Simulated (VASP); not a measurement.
# B4N3 (P1) in VASP: single point with PBE

Aim: the single point of B4N3 with PBE.

All numbers are computed with VASP 6.6.1; they aren't measurements. Logs are shortened: lines on timing, memory, paths and dates and some standing lists are left out, and cuts for length are marked.

**1. The cell of the first run**

The typed cell holds 7 atoms: a = 3.336 Å, b = 4.318 Å, c = 4.881 Å, α = 112.29°, β = 104.88°, γ = 100.83°.

**2. Single point, PBE**

Contents of INCAR:

```
  ALGO = Normal
  EDIFF = 1E-6
  ENCUT = 520
  GGA = PE
  ISIF = 2
  ISMEAR = 0
  LASPH = True
  LCHARG = True
  LELF = True
  LREAL = False
  LVHAR = True
  LWAVE = False
  NBANDS = 22
  NELM = 60
  PREC = Accurate
  SIGMA = 0.2
```

Contents of KPOINTS:

```
k-points
0
Gamma
  8 8 8
```

Contents of POSCAR:

```
B4N3
1.0
   -1.6732430409     -0.0036557167      2.8864842360
   -3.2621840606      0.0033380401     -2.8292713752
    2.4671356384     -4.2114122519     -0.0240253400
B N
4 3
Direct
    0.1332119925      0.4500400526      0.5057068480
    0.3720220133      0.0558246551      0.5058008638
    0.9973179037      0.4970120017      0.9941754004
    0.5005752235      0.0004996201      0.0009329625
    0.3317134216      0.8321290998      0.6639409742
    0.8615618607      0.3196552985      0.1646382039
    0.3035406821      0.8447823696      0.1646909422
```

Potentials or basis: VASP PAW PBE potentials, release 64 (B, N).

Started as:

```
> cat potpaw_PBE.64/B/POTCAR potpaw_PBE.64/N/POTCAR > POTCAR
> mpirun -np 1 vasp_std > vasp.out
```

OUTCAR:

```text
EDIFF = 1E-6
   ENCUT = 520
   GGA = PE
   ISIF = 2
   ISMEAR = 0
   LASPH = True
   LREAL = False
   NELM = 60
   PREC = Accurate

 ion  position               nearest neighbor table
   1  0.133  0.450  0.506-   5 1.46   6 1.49   2 2.01
   2  0.372  0.056  0.506-   5 1.45   7 1.49   1 2.01
   3  0.997  0.497  0.994-   7 1.42   6 1.42
   4  0.501  0.000  0.001-   5 1.42   7 1.43   6 1.43
   5  0.332  0.832  0.664-   4 1.42   2 1.45   1 1.46
   6  0.862  0.320  0.165-   3 1.42   4 1.43   1 1.49
   7  0.304  0.845  0.165-   3 1.42   4 1.43   2 1.49

  LATTYP: Found a triclinic cell.
 ALAT       =     3.3363972909
 B/A-ratio  =     2.5784277947
 C/A-ratio  =     1.4629297135
 COS(alpha) =     0.0088072657
 COS(beta)  =     0.2568102636
 COS(gamma) =     0.8700237691

  Lattice vectors:

 A1 = (  -1.6732430409,  -0.0036557167,   2.8864842360)
 A2 = (  -0.0843020212,  -0.0106494735,   8.6022398472)
 A3 = (  -2.4671356384,   4.2114122519,   0.0240253400)

Analysis of symmetry for initial positions (statically):
=====================================================================
 Subroutine PRICEL returns:
 Original cell was already a primitive cell.

 Routine SETGRP: Setting up the symmetry group for a
 triclinic supercell.

 Subroutine GETGRP returns: Found  1 space group operations
 (whereof  1 operations were pure point group operations)
 out of a pool of  2 trial point group operations.

The static configuration has the point symmetry C_1 .

Analysis of symmetry for dynamics (positions and initial velocities):
=====================================================================
 Subroutine PRICEL returns:
 Original cell was already a primitive cell.

 Routine SETGRP: Setting up the symmetry group for a
 triclinic supercell.

 Subroutine GETGRP returns: Found  1 space group operations
 (whereof  1 operations were pure point group operations)
 out of a pool of  2 trial point group operations.

The dynamic configuration has the point symmetry C_1 .

 Subroutine INISYM returns: Found  1 space group operations
 (whereof  1 operations are pure point group operations),
 and found     1 'primitive' translations

----------------------------------------------------------------------------------------

                                     Primitive cell
[... 96 lines left out ...]
   LNONCOLLINEAR =      F non collinear calculations
   LSORBIT =      F    spin-orbit coupling
   LASPH  =      T    aspherical Exc in radial PAW
   ENCUT  =  520.0 eV  38.22 Ry    6.18 a.u.   6.20  8.03  9.08*2*pi/ulx,y,z
   NELM   =     60;   NELMIN=  2; NELMDL= -5     # of ELM steps
   EDIFF  = 0.1E-05   stopping-criterion for ELM
   LREAL  =      F    real-space projection
[... 7 lines left out ...]
   TEBEG  =    0.0;   TEEND  =   0.0 temperature during run
   PSTRESS=    0.0 pullay stress
   NELECT =      27.0000    total number of electrons
   NUPDOWN=      -1.0000    fix difference up-down
   EMIN   =  10.00;   EMAX   =-10.00  energy-range for DOS
   EFERMI =   0.00;   METHOD = LEGACY
   ISMEAR =     0;   SIGMA  =   0.20  broadening in eV -4-tet -1-fermi 0-gaus
   EFERMI_NEDOS =   21; number of points for ismear=-14 and -15
   IALGO  =     38    algorithm
   IMIX   =      4    mixing-type and parameters
     AMIX     =   0.40;   BMIX     =  1.00
     AMIX_MAG =   1.60;   BMIX_MAG =  1.00
  volume/ion in A,a.u.               =       8.51        57.45
  Fermi-wavevector in a.u.,A,eV,Ry     =   1.257360  2.376066 21.510190  1.580954
  Thomas-Fermi vector in A             =   2.391023
   LORBIT       =      0    0 simple, 1 ext, 2 COOP (PROOUT), +10 PAW based schemes
   GGA     = PE    functional components
   LHFCALC =     F    Hartree Fock is set to
   AEXX    =    0.0000 exact exchange contribution
   IVDW    =     0    specifies the selected vdW correction
   LEPSILON=     F    determine dielectric tensor
   LRPA    =     F    only Hartree local field effects (RPA)
 non-spin polarized calculation
 Gauss-broadening in eV      SIGMA  =   0.20
  energy-cutoff  :      520.00
  volume of cell :       59.59
 maximum number of plane-waves:      1632
 NGX is ok and might be reduce to    28
   NGX = 13   NGY = 17   NGZ = 19

 number of electron      27.0000001 magnetization

 Free energy of the ion-electron system (eV)
  ---------------------------------------------------
  ext. energy  EPLUGINS =         0.00000000
  ---------------------------------------------------
  free energy    TOTEN  =       -55.01990451 eV

  energy without entropy =      -55.00687584  energy(sigma->0) =      -55.01339018

 E-fermi :   4.5474     XC(G=0): -10.7499

 val. band max:        4.5183545567   @ k =   0.2500   0.5000   0.5000
 cond. band min:       4.5772836728   @ k =  -0.3750  -0.1250   0.1250
 fundamental gap:      0.0589291162
 Fermi energy:         4.5473668163

 k-point     1 :       0.0000    0.0000    0.0000
  band No.  band energies     occupation
      1     -14.8121      2.00000
      2     -11.6093      2.00000
      3     -11.5992      2.00000
      4      -6.0579      2.00000
      5      -5.1589      2.00000
      6      -4.7886      2.00000
[... 589 lines left out ...]
     21      14.2364      0.00000
     22      15.1125      0.00000

 [... further k-points ...]

------------------------ aborting loop because EDIFF is reached ----------------------------------------

  FORCE on cell =-STRESS in cart. coord.  units (eV):
  Direction    XX          YY          ZZ          XY          YZ          ZX
  --------------------------------------------------------------------------------------
  -------------------------------------------------------------------------------------
  Total        0.1123262      0.1118405     -0.0323846      0.0043734      0.0170176      0.0192052
  in kB        3.0198283      3.0067719     -0.8706429      0.1175756      0.4575085      0.5163208
  external PRESSURE =       1.7186524 kB  Pullay stress =       0.0000000 kB

 VOLUME and BASIS-vectors are now :
 -----------------------------------------------------------------------------
  energy-cutoff  :      520.00
  volume of cell :       59.59
      direct lattice vectors                 reciprocal lattice vectors
    -1.673243041 -0.003655717  2.886484236    -0.199938322 -0.118442500  0.230391559
    -3.262184061  0.003338040 -2.829271375    -0.203981529 -0.118821334 -0.118394913
     2.467135638 -4.211412252 -0.024025340     0.000011877 -0.237441404 -0.000293833

 POSITION                                       TOTAL-FORCE (eV/Angst)
 -----------------------------------------------------------------------------------
     -0.44336     -2.12872     -0.90092         0.017921     -0.007379      0.012627
      0.44329     -2.13131      0.90374        -0.017656     -0.008061     -0.012166
     -0.83733     -4.18887      1.44868        -0.000272      0.011981      0.000247
     -0.83691     -0.00576      1.44347        -0.000738     -0.009465     -0.000407
     -1.63156     -2.79456     -1.41278         0.000570     -0.004809      0.000389
     -2.07819     -0.69544      1.57854         0.013425      0.008579      0.003046
     -2.85742     -0.69187     -1.51791        -0.013251      0.009154     -0.003736
 -----------------------------------------------------------------------------------
    total drift:                               -0.000160     -0.000398     -0.000003

  FREE ENERGIE OF THE ION-ELECTRON SYSTEM (eV)
  ---------------------------------------------------
  free  energy   TOTEN  =       -55.0199045097 eV

  energy  without entropy=      -55.0068758405  energy(sigma->0) =      -55.01339018
```

stdout:

```text
POSCAR found type information on POSCAR B N
 POSCAR found :  2 types and       7 ions
 scaLAPACK will be used
 LDA part: xc-table for (Slater+PW92), standard interpolation
 POSCAR, INCAR and KPOINTS ok, starting setup
 FFT: planning ... GRIDC
 FFT: planning ... GRID_SOFT
 FFT: planning ... GRID
 WAVECAR not read
 entering main loop
```

Run time: 2.5 min. Hardware: 1 thread of Intel Xeon 6975P-C (Granite Rapids), shared host; peak memory 0.36 GiB.

Results:

```yaml
Free_energy: -55.0199 eV
Pressure: 0.2 GPa
Largest_force: 0.023 eV/Å
Band_gap_on_the_k_mesh: zero (an odd number of electrons rules out a gap without spin polarisation)
```

Forces in eV/Å, atoms in the order of the input:
```
B    0.018 -0.007  0.013
B   -0.018 -0.008 -0.012
B    0.000  0.012  0.000
B   -0.001 -0.009  0.000
N    0.001 -0.005  0.000
N    0.013  0.009  0.003
N   -0.013  0.009 -0.004
```

Caveat: an odd number of electrons without spin polarisation forces a metal; a magnetic or distorted state may lie lower.

The gap in the log of VASP goes by the Fermi energy; the results here count the filled bands.